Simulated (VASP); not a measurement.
# Sr (I4_1/amd) in VASP: further runs

The runs below take Sr through single point, with BLYP+D4, RPBE.

Program: VASP 6.6.1. These are calculated values, not measurements. Logs are shortened: lines on timing, memory, paths and dates and some standing lists are left out, and cuts for length are marked.

**1. The cell of the first run**

The structure is tetragonal, space group I4_1/amd (No. 141). Conventional cell: a = 7.316 Å, b = 7.316 Å, c = 3.914 Å, α = 90.00°, β = 90.00°, γ = 90.00°. Sr (site symmetry -4m2) has 10 Sr at 3.79 to 4.69 Å within 5.0 Å.

**2. Single point, BLYP+D4**

File INCAR:

```
SYSTEM = Sr
AGGAC = 1.0 ; AGGAX = 1.0
ALDAC = 0.0 ; ALDAX = 1.0
ALGO = Normal ; EDIFF = 1E-7
ENCUT = 520 ; GGA = B5
ISIF = 2 ; ISMEAR = 1
IVDW = 13 ; LASPH = .True.
LCHARG = .False. ; LREAL = .False.
LWAVE = .False. ; NBANDS = 17
NELM = 100 ; PREC = Accurate
SIGMA = 0.1 ; VDW_A1 = 0.44488865
VDW_A2 = 4.0933009 ; VDW_S6 = 1.0
VDW_S8 = 2.34076671
```

File KPOINTS:

```
k-points
0
Gamma
  8 8 8
  0 0 0
```

File POSCAR:

```
Sr
1.0
   -3.6581086461      3.6581086461      1.9570673329
    3.6581086461     -3.6581086461      1.9570673329
    3.6581086461      3.6581086461     -1.9570673329
Sr
2
Direct
    0.0000000000      0.0000000000      0.0000000000
    0.7500000000      0.2500000000      0.5000000000
```

Potentials or basis: VASP PAW PBE potentials, release 64 (Sr_sv).

Run with:

```
cat potpaw_PBE.64/Sr_sv/POTCAR > POTCAR
mpirun -np 1 vasp_std > vasp.out
```

OUTCAR:

```text
SYSTEM = Sr
   EDIFF = 1E-7
   ENCUT = 520
   GGA = B5
   ISIF = 2
   ISMEAR = 1
   IVDW = 13
   LASPH = .True.
   LREAL = .False.
   NELM = 100
   PREC = Accurate

 ion  position               nearest neighbor table
   1  0.000  0.000  0.000-   2 3.79   2 3.79   2 3.79   2 3.79   2 4.69   2 4.69   2 4.69   2 4.69

   2  0.750  0.250  0.500-   1 3.79   1 3.79   1 3.79   1 3.79   1 4.69   1 4.69   1 4.69   1 4.69

  LATTYP: Found a body centered tetragonal cell.
 ALAT       =     7.3162172922
 C/A-ratio  =     0.5349943160

  Lattice vectors:

 A1 = (  -3.6581086461,   3.6581086461,   1.9570673329)
 A2 = (   3.6581086461,  -3.6581086461,   1.9570673329)
 A3 = (   3.6581086461,   3.6581086461,  -1.9570673329)

Analysis of symmetry for initial positions (statically):
=====================================================================
 Subroutine PRICEL returns:
 Original cell was already a primitive cell.

 Routine SETGRP: Setting up the symmetry group for a
 body centered tetragonal supercell.

 Subroutine GETGRP returns: Found 16 space group operations
 (whereof  8 operations were pure point group operations)
 out of a pool of 16 trial point group operations.

The static configuration has the point symmetry D_2d.
 The point group associated with its full space group is D_4h.

Analysis of symmetry for dynamics (positions and initial velocities):
=====================================================================
 Subroutine PRICEL returns:
 Original cell was already a primitive cell.

 Routine SETGRP: Setting up the symmetry group for a
 body centered tetragonal supercell.

 Subroutine GETGRP returns: Found 16 space group operations
 (whereof  8 operations were pure point group operations)
 out of a pool of 16 trial point group operations.

The dynamic configuration has the point symmetry D_2d.
 The point group associated with its full space group is D_4h.

 Subroutine INISYM returns: Found 16 space group operations
 (whereof  8 operations are pure point group operations),
 and found     1 'primitive' translations

----------------------------------------------------------------------------------------

                                     Primitive cell

  volume of cell :     104.7560

  direct lattice vectors                    reciprocal lattice vectors
    -3.658108646  3.658108646  1.957067333     0.000000000  0.136682654  0.255484311
     3.658108646 -3.658108646  1.957067333     0.136682654  0.000000000  0.255484311
     3.658108646  3.658108646 -1.957067333     0.136682654  0.136682654  0.000000000
[... 85 lines left out ...]
   LREAL  =      F    real-space projection
   EDIFFG = 0.1E-05   stopping-criterion for IOM
   NSW    =      0    number of steps for IOM
   IBRION =     -1    ionic relax: 0-MD 1-quasi-New 2-CG
   NFREE  =      0    steps in history (QN), initial steepest desc. (CG)
   ISIF   =      2    stress and relaxation
   ISYM   =      2    0-nonsym 1-usesym 2-fastsym
   POTIM  = 0.5000    time-step for ionic-motion
   TEBEG  =    0.0;   TEEND  =   0.0 temperature during run
   PSTRESS=    0.0 pullay stress
   NELECT =      20.0000    total number of electrons
   NUPDOWN=      -1.0000    fix difference up-down
   EMIN   =  10.00;   EMAX   =-10.00  energy-range for DOS
   EFERMI =   0.00;   METHOD = LEGACY
   ISMEAR =     1;   SIGMA  =   0.10  broadening in eV -4-tet -1-fermi 0-gaus
   EFERMI_NEDOS =   21; number of points for ismear=-14 and -15
   IALGO  =     38    algorithm
   IMIX   =      4    mixing-type and parameters
     AMIX     =   0.40;   BMIX     =  1.00
     AMIX_MAG =   1.60;   BMIX_MAG =  1.00
  volume/ion in A,a.u.               =      52.38       353.46
  Fermi-wavevector in a.u.,A,eV,Ry     =   0.942667  1.781383 12.090435  0.888622
  Thomas-Fermi vector in A             =   2.070299
   LORBIT       =      0    0 simple, 1 ext, 2 COOP (PROOUT), +10 PAW based schemes
   GGA     = B5    functional components
   LHFCALC =     F    Hartree Fock is set to
   AEXX    =    0.0000 exact exchange contribution
   IVDW    =    13    specifies the selected vdW correction
   LEPSILON=     F    determine dielectric tensor
   LRPA    =     F    only Hartree local field effects (RPA)
 non-spin polarized calculation
 Methfessel and Paxton  Order N= 1 SIGMA  =   0.10
  energy-cutoff  :      520.00
  volume of cell :      104.76
 maximum number of plane-waves:      2859
 NGX is ok and might be reduce to    42
   NGX = 21   NGY = 21   NGZ = 21

 number of electron      20.0000000 magnetization

 Free energy of the ion-electron system (eV)
  ---------------------------------------------------
  ext. energy  EPLUGINS =         0.00000000
  ---------------------------------------------------
  free energy    TOTEN  =        -1.34945032 eV

  energy without entropy =       -1.34870865  energy(sigma->0) =       -1.34920309

 E-fermi :   2.0567     XC(G=0):  -7.0335

 val. band max:        2.0460064179   @ k =   0.2500  -0.0000   0.0000
 cond. band min:       2.0583861297   @ k =   0.1250   0.1250   0.0000
 fundamental gap:      0.0123797118
 Fermi energy:         2.0566662523

 k-point     1 :       0.0000    0.0000    0.0000
  band No.  band energies     occupation
      1     -34.5884      2.00000
      2     -34.5419      2.00000
      3     -16.7612      2.00000
      4     -16.7612      2.00000
      5     -16.5106      2.00000
      6     -16.5070      2.00000
[... 457 lines left out ...]
      4     -16.7571      2.00000
      5     -16.6859      2.00000
      6     -16.5943      2.00000
[... 9 lines left out ...]
     16       5.0722      0.00000
     17       5.4760      0.00000

 [... further k-points ...]

------------------------ aborting loop because EDIFF is reached ----------------------------------------

  DFT-D4 for vdW energy calculation

  Edisp (eV):   -0.52656

  FORCE on cell =-STRESS in cart. coord.  units (eV):
  Direction    XX          YY          ZZ          XY          YZ          ZX
  --------------------------------------------------------------------------------------
  -------------------------------------------------------------------------------------
  Total      -0.02902    -0.02902    -0.01353     0.00000    -0.00000     0.00000
  in kB      -0.44385    -0.44385    -0.20698     0.00000    -0.00000     0.00000
  external pressure =       -0.36 kB  Pullay stress =        0.00 kB

 VOLUME and BASIS-vectors are now :
 -----------------------------------------------------------------------------
  energy-cutoff  :      520.00
  volume of cell :      104.76
      direct lattice vectors                 reciprocal lattice vectors
    -3.658108646  3.658108646  1.957067333     0.000000000  0.136682654  0.255484311
     3.658108646 -3.658108646  1.957067333     0.136682654  0.000000000  0.255484311
     3.658108646  3.658108646 -1.957067333     0.136682654  0.136682654  0.000000000

 POSITION                                       TOTAL-FORCE (eV/Angst)
 -----------------------------------------------------------------------------------
      0.00000      0.00000      0.00000         0.000000     -0.000000      0.000000
      0.00000      3.65811      0.97853        -0.000000      0.000000     -0.000000
 -----------------------------------------------------------------------------------
    total drift:                               -0.000000     -0.000000      0.000000

  FREE ENERGIE OF THE ION-ELECTRON SYSTEM (eV)
  ---------------------------------------------------
  free  energy   TOTEN  =        -1.8760072072 eV

  energy  without entropy=       -1.8752655360  energy(sigma->0) =       -1.87575998
```

OSZICAR:

```text
N       E                     dE             d eps       ncg     rms          rms(c)
DAV:   1     0.106833535358E+03    0.10683E+03   -0.93510E+03  2006   0.102E+03
DAV:   2     0.579359588311E+01   -0.10104E+03   -0.99432E+02  2554   0.223E+02
DAV:   3    -0.120605567958E+01   -0.69997E+01   -0.69752E+01  3780   0.423E+01
DAV:   4    -0.132932137127E+01   -0.12327E+00   -0.12323E+00  2568   0.529E+00
DAV:   5    -0.133290018123E+01   -0.35788E-02   -0.35786E-02  3265   0.653E-01    0.151E+01
DAV:   6    -0.133889910344E+01   -0.59989E-02   -0.12603E-02  3071   0.830E-01    0.884E+00
DAV:   7    -0.134691618327E+01   -0.80171E-02   -0.35161E-02  3060   0.121E+00    0.200E-01
DAV:   8    -0.134885801927E+01   -0.19418E-02   -0.38274E-03  3484   0.251E-01    0.795E-02
DAV:   9    -0.134925888235E+01   -0.40086E-03   -0.32031E-04  2706   0.693E-02    0.426E-02
DAV:  10    -0.134944566453E+01   -0.18678E-03   -0.44217E-04  2360   0.738E-02    0.159E-02
DAV:  11    -0.134944891335E+01   -0.32488E-05   -0.54715E-06  3167   0.943E-03    0.908E-03
DAV:  12    -0.134945013320E+01   -0.12198E-05   -0.34975E-06  2977   0.895E-03    0.108E-03
DAV:  13    -0.134945026085E+01   -0.12766E-06   -0.15454E-07  2169   0.158E-03    0.140E-03
DAV:  14    -0.134945031798E+01   -0.57126E-07   -0.33917E-08  1444   0.901E-04
   1 F= -.18760072E+01 E0= -.18757600E+01  d E =-.741671E-03
```

stdout:

```text
POSCAR found type information on POSCAR Sr
 POSCAR found :  1 types and       2 ions
 scaLAPACK will be used
 -----------------------------------------------------------------------------
|                                                                             |
|                                                                             |
|     You enforced a specific xc type in the INCAR file but a different       |
|     I HOPE YOU KNOW WHAT YOU ARE DOING!                                     |
|                                                                             |
 -----------------------------------------------------------------------------

 LDA part: xc-table for (Slater(with rela. corr.)+VWN5), standard interpolation
 POSCAR, INCAR and KPOINTS ok, starting setup
 FFT: planning ... GRIDC
 FFT: planning ... GRID_SOFT
 FFT: planning ... GRID
 WAVECAR not read
 entering main loop
```

It took 2.3 min on 1 thread of AMD EPYC 9R45 (Zen 5), shared host; peak memory 0.26 GiB.

What came out:

```
Free energy                : -1.8760 eV
Pressure                   : 0.0 GPa
Band gap on the k mesh     : zero (band 10 reaches 2.33 eV, above the bottom of band 11 at 1.89 eV)
Dispersion energy per atom : -0.263 eV
```

Levels at points of the mesh, in eV from the Fermi level:
```
           k point  band 8  band 9  band 10  band 11  band 12  band 13
(0.00, 0.00, 0.00)  -18.54   -3.48    -0.44     0.57     1.00     1.58
(0.50, 0.00, 0.00)  -18.52   -0.79    -0.11     0.10     1.05     1.26
(0.50, 0.50, 0.00)  -18.55   -1.83    -1.83     1.01     1.01     1.62
(0.50, 0.50, 0.50)  -18.51   -1.17    -1.17     0.11     0.11     1.58
```

Caveat: the PAW data sets were made with another functional, which shifts forces and pressure a little; pairwise dispersion overbinds metals, which lowers pressure and volume.

**3. Single point, RPBE**

This run uses another cell than the first one, of 55.52 Å³/atom, 1.060 times its volume.

File INCAR:

```
SYSTEM = Sr
ALGO = Normal
EDIFF = 1E-6
ENCUT = 520
GGA = RP
ISIF = 2
ISMEAR = 0
LASPH = .True.
LCHARG = .False.
LREAL = .False.
LWAVE = .False.
NBANDS = 17
NELM = 60
PREC = Accurate
SIGMA = 0.02
```

KPOINTS is that of step 2.

File POSCAR:

```
Sr
1.0
   -3.7063582770      3.7063582770      2.0208764669
    3.7063582770     -3.7063582770      2.0208764669
    3.7063582770      3.7063582770     -2.0208764669
Sr
2
Direct
    0.0000000000      0.0000000000      0.0000000000
    0.7500000000      0.2500000000      0.5000000000
```

Potentials or basis: VASP PAW PBE potentials, release 64 (Sr_sv).

Run with:

```
cat potpaw_PBE.64/Sr_sv/POTCAR > POTCAR
mpirun -np 1 vasp_std > vasp.out
```

It took 91 s on 1 thread of AMD EPYC 9R45 (Zen 5), shared host; peak memory 0.26 GiB.

Results (log left out):

```yaml
Free_energy: -2.3971 eV
Pressure: 0.7 GPa
Band_gap_on_the_k_mesh: zero (band 10 reaches 1.87 eV, above the bottom of band 11 at 1.31 eV)
```

Stress tensor (GPa, compression positive):
```
0.85 0.00 0.00
0.00 0.85 0.00
0.00 0.00 0.36
```

Levels at points of the mesh, in eV from the Fermi level:
| k point | band 6 | band 7 | band 8 | band 9 | band 10 | band 11 | band 12 | band 13 | band 14 | band 15 |
| --- | --- | --- | --- | --- | --- | --- | --- | --- | --- | --- |
| (0.00, 0.00, 0.00) | -18.62 | -18.60 | -18.60 | -3.41 | -0.32 | 0.75 | 1.18 | 1.79 | 2.68 | 2.68 |
| (0.50, 0.00, 0.00) | -18.70 | -18.68 | -18.59 | -0.78 | -0.08 | -0.01 | 1.13 | 1.36 | 1.84 | 2.53 |
| (0.50, 0.50, 0.00) | -18.73 | -18.61 | -18.61 | -1.83 | -1.83 | 1.14 | 1.14 | 1.66 | 1.66 | 2.60 |
| (0.50, 0.50, 0.50) | -18.63 | -18.58 | -18.58 | -1.06 | -1.06 | -0.07 | -0.07 | 1.74 | 1.74 | 3.36 |

Caveat: the PAW data sets were made with another functional, which shifts forces and pressure a little.
